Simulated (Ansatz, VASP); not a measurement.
# Nb in VASP and in Ansatz

INCAR

```
  PREC = Accurate
  ENCUT = 520
  EDIFF = 1E-6
  ISMEAR = 0
  SIGMA = 0.15
  LREAL = False
  LASPH = True
  NELM = 60
  ALGO = Fast
  ISIF = 2
  LWAVE = False
  LCHARG = True
  GGA = PS
  LELF = True
  LVHAR = True
  NBANDS = 12
```

The input KPOINTS:

```
regular mesh
0
Gamma
  20 20 20
```

POSCAR

```
Nb
1.0
   -1.6639500000      1.6639500000      1.7055487500
    1.6639500000     -1.6639500000      1.7055487500
    1.6639500000      1.6639500000     -1.7055487500
Nb
1
Direct
    0.0000000000      0.0000000000      0.0000000000
```

Input for Ansatz:

```yaml
crystal:
  lattice:
    - [-1.66395, 1.66395, 1.70554875]
    - [1.66395, -1.66395, 1.70554875]
    - [1.66395, 1.66395, -1.70554875]
  atoms:
    - { symbol: Nb, position: [0.0, 0.0, 0.0] }
basis:
  ecutwfc: 420
kpoints:
  mp_grid: { grid: [20, 20, 20] }
hamiltonian:
  xc: pbesol
scf:
  occupations: { method: gaussian, width: 0.15 }
output:
  forces: true
  stress: true
  eigenvalues: true
  write_density: true
  write_potential: true
  elf: true
  volumetric_format: npy
```

Change from the starting cell: strain +0.0250 x Voigt [0, 0, 1, 0, 0, 0], atoms carried along.

Alike in both runs: task single point; functional PBEsol; k mesh 20 × 20 × 20; occupations gaussian, width 0.15 eV; no spin polarisation.

|  | VASP | Ansatz |
| --- | --- | --- |
| version | VASP 6.6.1 | Ansatz 0.2.0 |
| potentials or method | VASP PAW PBE potentials, release 64 (Nb_sv), cutoff 520 eV | scalar-relativistic, plane waves, PAW |
| valence electrons in the cell | 13 | 13 |

Ansatz gave:

```
gap on the k mesh at the Fermi level (eV)                     : none
pressure (GPa)                                                : -11.9
traceless stress, the component that is largest in VASP (GPa) : -1.70
```

Problem. Estimate VASP's values.

Solution. gap on the k mesh at the Fermi level (eV): none; pressure (GPa): -12.2; traceless stress, the component that is largest in VASP (GPa): -1.69.

VASP's potentials were made for PBE, not for PBEsol. A gap of «none» marks a metal or a gap that the smearing closes.
